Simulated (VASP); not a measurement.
# Ta3Si6H (a cell with a defect) in VASP: single point with PBE

Aim: the single point of Ta3Si6H (a cell with a defect) with PBE.

Everything below comes from runs of VASP 6.6.1. Logs are shortened: lines on timing, memory, paths and dates and some standing lists are left out, and cuts for length are marked.

## Step 1: The cell of the first run

The cell holds a defect, 10 atoms: a = 4.805 Å, b = 4.805 Å, c = 6.599 Å, α = 90.00°, β = 90.00°, γ = 120.00°.

## Step 2: Single point, PBE

Input file INCAR:

```
ALGO     = Fast           # electronic algorithm
EDIFF    = 1E-6           # SCF threshold, eV
ENCUT    = 520            # plane-wave cutoff, eV
GGA      = PE             # functional
ISIF     = 2              # what is computed and relaxed
ISMEAR   = 0              # smearing method
LASPH    = T              # aspherical terms in the spheres
LCHARG   = F              # write CHGCAR
LREAL    = F              # projectors in reciprocal space
LWAVE    = F              # write WAVECAR
NBANDS   = 40             # bands
NELM     = 100            # most SCF steps
PREC     = Accurate       # precision mode
SIGMA    = 0.15           # smearing width, eV
```

Input file KPOINTS:

```
k-points
0
Gamma
  9 9 6
```

Input file POSCAR:

```
Ta3Si6H
1.0
    4.8051009206      0.0000000000      0.0000000000
   -2.4025504603      4.1613394650      0.0000000000
    0.0000000000      0.0000000000      6.5988658849
Ta Si H
3 6 1
Direct
    0.5000000000      0.0000000000      0.5000000000
    0.5000000000      0.5000000000      0.8333333333
    0.0000000000      0.5000000000      0.1666666667
    0.1589199921      0.3178399842      0.5000000000
    0.8410800079      0.1589199921      0.8333333333
    0.6821600158      0.8410800079      0.1666666667
    0.8410800079      0.6821600158      0.5000000000
    0.1589199921      0.8410800079      0.8333333333
    0.3178399842      0.1589199921      0.1666666667
    0.6744133412     -0.1511733176      0.6666666667
```

Potentials or basis: VASP PAW PBE potentials, release 64 (Ta_pv, Si, H).

Launch:

```sh
$ cat potpaw_PBE.64/Ta_pv/POTCAR potpaw_PBE.64/Si/POTCAR potpaw_PBE.64/H/POTCAR > POTCAR
$ mpirun -np 1 vasp_std > vasp.out
```

OUTCAR:

```text
EDIFF = 1E-6
   ENCUT = 520
   GGA = PE
   ISIF = 2
   ISMEAR = 0
   LASPH = T
   LREAL = F
   NELM = 100
   PREC = Accurate

 ion  position               nearest neighbor table
   1  0.500  0.000  0.500-  10 1.75   8 2.62   5 2.62   9 2.62   6 2.62   7 2.74   4 2.74   4 2.74
                             7 2.74   4 2.84   7 2.84   2 3.26   3 3.26   2 3.26   3 3.26
   2  0.500  0.500  0.833-  10 1.82   7 2.62   4 2.62   9 2.62   6 2.62   8 2.74   5 2.74   8 2.74
                             5 2.74   5 2.84   8 2.84   1 3.26   1 3.26   3 3.26   3 3.26
   3  0.000  0.500  0.167-   4 2.62   7 2.62   5 2.62   8 2.62   6 2.74   9 2.74   9 2.74   6 2.74
                             6 2.84   9 2.84   1 3.26   1 3.26   2 3.26   2 3.26
   4  0.159  0.318  0.500-   9 2.57   5 2.57   2 2.62   3 2.62   7 2.65   1 2.74   1 2.74   1 2.84
                             7 2.84   7 2.84
   5  0.841  0.159  0.833-  10 1.70   4 2.57   6 2.57   1 2.62   3 2.62   8 2.65   2 2.74   2 2.74
                             2 2.84   8 2.84   8 2.84
   6  0.682  0.841  0.167-   7 2.57   5 2.57   1 2.62   2 2.62   9 2.65   3 2.74   3 2.74   3 2.84
                             9 2.84   9 2.84
   7  0.841  0.682  0.500-  10 1.77   6 2.57   8 2.57   2 2.62   3 2.62   4 2.65   1 2.74   1 2.74
                             1 2.84   4 2.84   4 2.84
   8  0.159  0.841  0.833-   7 2.57   9 2.57   1 2.62   3 2.62   5 2.65   2 2.74   2 2.74   2 2.84
                             5 2.84   5 2.84
   9  0.318  0.159  0.167-   4 2.57   8 2.57   1 2.62   2 2.62   6 2.65   3 2.74   3 2.74   3 2.84
                             6 2.84   6 2.84
  10  0.674  0.849  0.667-   5 1.70   1 1.75   7 1.77   2 1.82

  LATTYP: Found a hexagonal cell.
 ALAT       =     4.8051009206
 C/A-ratio  =     1.3733043268

  Lattice vectors:

 A1 = (   4.8051009206,   0.0000000000,   0.0000000000)
 A2 = (  -2.4025504603,   4.1613394650,   0.0000000000)
 A3 = (   0.0000000000,   0.0000000000,   6.5988658849)

Analysis of symmetry for initial positions (statically):
=====================================================================
 Subroutine PRICEL returns:
 Original cell was already a primitive cell.

 Routine SETGRP: Setting up the symmetry group for a
 hexagonal supercell.

 Subroutine GETGRP returns: Found  1 space group operations
 (whereof  1 operations were pure point group operations)
 out of a pool of 24 trial point group operations.

The static configuration has the point symmetry C_1 .

Analysis of symmetry for dynamics (positions and initial velocities):
=====================================================================
 Subroutine PRICEL returns:
 Original cell was already a primitive cell.

 Routine SETGRP: Setting up the symmetry group for a
 hexagonal supercell.

 Subroutine GETGRP returns: Found  1 space group operations
 (whereof  1 operations were pure point group operations)
 out of a pool of 24 trial point group operations.

The dynamic configuration has the point symmetry C_1 .

 Subroutine INISYM returns: Found  1 space group operations
 (whereof  1 operations are pure point group operations),
 and found     1 'primitive' translations

----------------------------------------------------------------------------------------

                                     Primitive cell

  volume of cell :     131.9487

  direct lattice vectors                    reciprocal lattice vectors
     4.805100921  0.000000000  0.000000000     0.208112174  0.120153620  0.000000000
    -2.402550460  4.161339465  0.000000000     0.000000000  0.240307240  0.000000000
     0.000000000  0.000000000  6.598865885     0.000000000  0.000000000  0.151541192

  length of vectors
     4.805100921  4.805100921  6.598865885     0.240307240  0.240307240  0.151541192

  position of ions in fractional coordinates (direct lattice)
     0.500000000  0.000000000  0.500000000
     0.500000000  0.500000000  0.833333333
     1.000000000  0.500000000  0.166666667
     0.158919992  0.317839984  0.500000000
     0.841080008  0.158919992  0.833333333
     0.682160016  0.841080008  0.166666667
     0.841080008  0.682160016  0.500000000
     0.158919992  0.841080008  0.833333333
     0.317839984  0.158919992  0.166666667
     0.674413341  0.848826682  0.666666667

  ion indices of the primitive-cell ions
   primitive index   ion index
                 1           1
                 2           2
                 3           3
                 4           4
                 5           5
                 6           6
                 7           7
                 8           8
                 9           9
                10          10

----------------------------------------------------------------------------------------

 KPOINTS: k-points

Automatic generation of k-mesh.
 Grid dimensions read from file:
 generate k-points for:    9    9    6

 Generating k-lattice:

  Cartesian coordinates                     Fractional coordinates (reciprocal lattice)
     0.023123575  0.013350402  0.000000000     0.111111111 -0.000000000  0.000000000
     0.000000000  0.026700804  0.000000000     0.000000000  0.111111111  0.000000000
     0.000000000  0.000000000  0.025256865     0.000000000  0.000000000  0.166666667

  Length of vectors
     0.026700804  0.026700804  0.025256865

  Shift w.r.t. Gamma in fractional coordinates (k-lattice)
     0.000000000  0.000000000  0.000000000

 Subroutine IBZKPT returns following result:
 ===========================================

 Found    244 irreducible k-points:

 Following reciprocal coordinates:
            Coordinates               Weight
  0.000000  0.000000  0.000000      1.000000
  0.111111  0.000000  0.000000      2.000000
  0.000000  0.111111  0.000000      2.000000
 -0.111111  0.111111  0.000000      2.000000
  0.222222  0.000000  0.000000      2.000000
  0.000000  0.222222  0.000000      2.000000
[... 16 lines left out ...]
  0.333333  0.111111  0.000000      2.000000
 -0.111111  0.444444  0.000000      2.000000
 [... further k-points ...]
   k-points           NKPTS =    244   k-points in BZ     NKDIM =    244   number of bands    NBANDS=     40
   number of dos      NEDOS =    301   number of ions     NIONS =     10
   total plane-waves  NPLWV =  64800
   dimension x,y,z NGX =    36 NGY =   36 NGZ =   50
   dimension x,y,z NGXF=    72 NGYF=   72 NGZF=  100
   ions per type =               3   6   1
   NGX,Y,Z   is equivalent  to a cutoff of  12.46, 12.46, 12.60 a.u.
   NGXF,Y,Z  is equivalent  to a cutoff of  24.91, 24.91, 25.19 a.u.
 SYSTEM =  unknown system
   PREC   = accura    normal or accurate (medium, high low for compatibility)
   ISTART =      0    job   : 0-new  1-cont  2-samecut
   ICHARG =      2    charge: 1-file 2-atom 10-const
   ISPIN  =      1    spin polarized calculation?
   LNONCOLLINEAR =      F non collinear calculations
   LSORBIT =      F    spin-orbit coupling
   LASPH  =      T    aspherical Exc in radial PAW
   ENCUT  =  520.0 eV  38.22 Ry    6.18 a.u.   8.93  8.93 12.27*2*pi/ulx,y,z
   NELM   =    100;   NELMIN=  2; NELMDL= -5     # of ELM steps
   EDIFF  = 0.1E-05   stopping-criterion for ELM
   LREAL  =      F    real-space projection
   EDIFFG = 0.1E-04   stopping-criterion for IOM
   NSW    =      0    number of steps for IOM
   IBRION =     -1    ionic relax: 0-MD 1-quasi-New 2-CG
   NFREE  =      0    steps in history (QN), initial steepest desc. (CG)
   ISIF   =      2    stress and relaxation
   ISYM   =      2    0-nonsym 1-usesym 2-fastsym
   POTIM  = 0.5000    time-step for ionic-motion
   TEBEG  =    0.0;   TEEND  =   0.0 temperature during run
   PSTRESS=    0.0 pullay stress
   NELECT =      58.0000    total number of electrons
   NUPDOWN=      -1.0000    fix difference up-down
   EMIN   =  10.00;   EMAX   =-10.00  energy-range for DOS
   EFERMI =   0.00;   METHOD = LEGACY
   ISMEAR =     0;   SIGMA  =   0.15  broadening in eV -4-tet -1-fermi 0-gaus
   EFERMI_NEDOS =   21; number of points for ismear=-14 and -15
   IALGO  =     68    algorithm
   IMIX   =      4    mixing-type and parameters
     AMIX     =   0.40;   BMIX     =  1.00
     AMIX_MAG =   1.60;   BMIX_MAG =  1.00
  volume/ion in A,a.u.               =      13.19        89.04
  Fermi-wavevector in a.u.,A,eV,Ry     =   1.244751  2.352238 21.080938  1.549405
  Thomas-Fermi vector in A             =   2.379004
   LORBIT       =      0    0 simple, 1 ext, 2 COOP (PROOUT), +10 PAW based schemes
   GGA     = PE    functional components
   LHFCALC =     F    Hartree Fock is set to
   AEXX    =    0.0000 exact exchange contribution
   IVDW    =     0    specifies the selected vdW correction
   LEPSILON=     F    determine dielectric tensor
   LRPA    =     F    only Hartree local field effects (RPA)
 non-spin polarized calculation
 RMM-DIIS sequential band-by-band and
 Gauss-broadening in eV      SIGMA  =   0.15
  energy-cutoff  :      520.00
  volume of cell :      131.95
 maximum number of plane-waves:      3573
   NGX = 17   NGY = 17   NGZ = 25

 number of electron      58.0000007 magnetization

 Free energy of the ion-electron system (eV)
  ---------------------------------------------------
  ext. energy  EPLUGINS =         0.00000000
  ---------------------------------------------------
  free energy    TOTEN  =       -74.01502045 eV

  energy without entropy =      -73.98639771  energy(sigma->0) =      -74.00070908

 E-fermi :   9.5389     XC(G=0): -12.0799

 val. band max:        9.5377161643   @ k =   0.2222   0.3333   0.0000
 cond. band min:       9.5394809865   @ k =  -0.2222   0.4444   0.3333
 fundamental gap:      0.0017648222
 Fermi energy:         9.5389436986

 k-point     1 :       0.0000    0.0000    0.0000
  band No.  band energies     occupation
      1     -25.1631      2.00000
      2     -25.0228      2.00000
      3     -24.9767      2.00000
      4     -24.9275      2.00000
      5     -24.9189      2.00000
      6     -24.8562      2.00000
[... 32 lines left out ...]
     39      13.2605      0.00000
[... 988 lines left out ...]
     39      13.3737      0.00000
     40      13.5698      0.00000

 [... further k-points ...]

------------------------ aborting loop because EDIFF is reached ----------------------------------------

  FORCE on cell =-STRESS in cart. coord.  units (eV):
  Direction    XX          YY          ZZ          XY          YZ          ZX
  --------------------------------------------------------------------------------------
  -------------------------------------------------------------------------------------
  Total        2.8753854      3.9951607      5.6696253     -1.1347779      0.3604968      0.0983508
  in kB       34.9141664     48.5109608     68.8430300    -13.7789615      4.3773077      1.1942183
  external PRESSURE =      50.7560524 kB  Pullay stress =       0.0000000 kB

 VOLUME and BASIS-vectors are now :
 -----------------------------------------------------------------------------
  energy-cutoff  :      520.00
  volume of cell :      131.95
      direct lattice vectors                 reciprocal lattice vectors
     4.805100921  0.000000000  0.000000000     0.208112174  0.120153620  0.000000000
    -2.402550460  4.161339465  0.000000000     0.000000000  0.240307240  0.000000000
     0.000000000  0.000000000  6.598865885     0.000000000  0.000000000  0.151541192

 POSITION                                       TOTAL-FORCE (eV/Angst)
 -----------------------------------------------------------------------------------
      2.40255      0.00000      3.29943        -1.121363      0.531160     -0.810258
      1.20128      2.08067      5.49905        -0.047498     -0.909301      0.453324
     -1.20128      2.08067      1.09981        -0.027338     -0.002689      0.007426
      0.00000      1.32264      3.29943        -0.134808      0.151809     -0.329629
      3.65966      0.66132      5.49905        -0.059779      1.298137      1.058245
      1.25711      3.50002      1.09981        -0.055872     -0.053182     -0.019965
      2.40255      2.83870      3.29943         0.900803     -0.649208     -0.914279
     -1.25711      3.50002      5.49905        -0.046938     -0.173657      0.324281
      1.14544      0.66132      1.09981         0.010047      0.039157     -0.060199
      1.20128      3.53226      4.39924         0.582744     -0.232226      0.291054
 -----------------------------------------------------------------------------------
    total drift:                                0.000223      0.000071      0.000001

  FREE ENERGIE OF THE ION-ELECTRON SYSTEM (eV)
  ---------------------------------------------------
  free  energy   TOTEN  =       -74.0150204499 eV

  energy  without entropy=      -73.9863977060  energy(sigma->0) =      -74.00070908
```

It took 14 min on 1 thread of Oxide Virtual Turin-like, shared host; peak memory 0.95 GiB.

What came out:

```yaml
Free_energy: -74.0150 eV
Pressure: 5.1 GPa
Largest_force: 1.676 eV/Å
Band_gap_on_the_k_mesh: zero (bands 29 and 30 overlap by 1.09 eV)
```

Forces on the atoms (eV/Å):
```
Ta  -1.121  0.531 -0.810
Ta  -0.047 -0.909  0.453
Ta  -0.027 -0.003  0.007
Si  -0.135  0.152 -0.330
Si  -0.060  1.298  1.058
Si  -0.056 -0.053 -0.020
Si   0.901 -0.649 -0.914
Si  -0.047 -0.174  0.324
Si   0.010  0.039 -0.060
H    0.583 -0.232  0.291
```

Caveat: spin-orbit coupling is left out, which moves the levels of the heavy elements.
